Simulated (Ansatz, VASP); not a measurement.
One calculation of CaO, two programs

Contents of INCAR:

```
SYSTEM = CaO
PREC = Accurate ; ENCUT = 600
EDIFF = 1E-6 ; ISMEAR = 1
SIGMA = 0.001 ; LREAL = .FALSE.
LASPH = .TRUE. ; NELM = 120
ALGO = Normal ; ISIF = 2
LWAVE = .FALSE. ; LCHARG = .FALSE.
GGA = PE ; NBANDS = 15
GGA_COMPAT = .FALSE.
```

File KPOINTS:

```
regular mesh
0
G
  6 6 6
  0 0 0
```

Contents of POSCAR:

```
CaO
1.0
    0.0000000000      2.4005208800      2.4005208800
    2.4005208800      0.0000000000      2.4005208800
    2.4005208800      2.4005208800      0.0000000000
Ca O
1 1
Direct
    0.0000000000      0.0000000000      0.0000000000
    0.5000000000      0.5000000000      0.5000000000
```

Input for Ansatz:

```yaml
crystal:
  lattice:
    - [0.0, 2.40052088, 2.40052088]
    - [2.40052088, 0.0, 2.40052088]
    - [2.40052088, 2.40052088, 0.0]
  atoms:
    - { symbol: Ca, position: [0.0, 0.0, 0.0] }
    - { symbol: O, position: [0.5, 0.5, 0.5] }
  symmetry: { tolerance: 0.0003 }
kpoints:
  mp_grid: { grid: [6, 6, 6], shift: [0, 0, 0] }
magnetization:
  spin_polarized: false
scf:
  occupations: { method: cold, width: 0.001 }
hamiltonian:
  pseudopotentials: { kind: paw }
  xc: pbe
basis:
  ecutwfc: 420
output:
  forces: true
  stress: true
  eigenvalues: true
```

Alike in both runs: task single point; functional PBE; k mesh 6 × 6 × 6; no spin polarisation.

|  | VASP | Ansatz |
| --- | --- | --- |
| version | VASP 6.6.1 | Ansatz 0.2.0 |
| potentials or method | VASP PAW PBE potentials, release 64 (Ca_sv, O), cutoff 600 eV | PAW plane waves |
| occupations | methfessel-paxton of order 1, width 0.001 eV | cold, width 0.001 eV |
| valence electrons in the cell | 16 | 16 |

|  | VASP | Ansatz | Ansatz less VASP |
| --- | --- | --- | --- |
| gap on the k mesh at the Fermi level (eV) | 3.63 | 3.65 | +0.019 |
| pressure (GPa) | 2.5 | 2.0 | -0.47 |
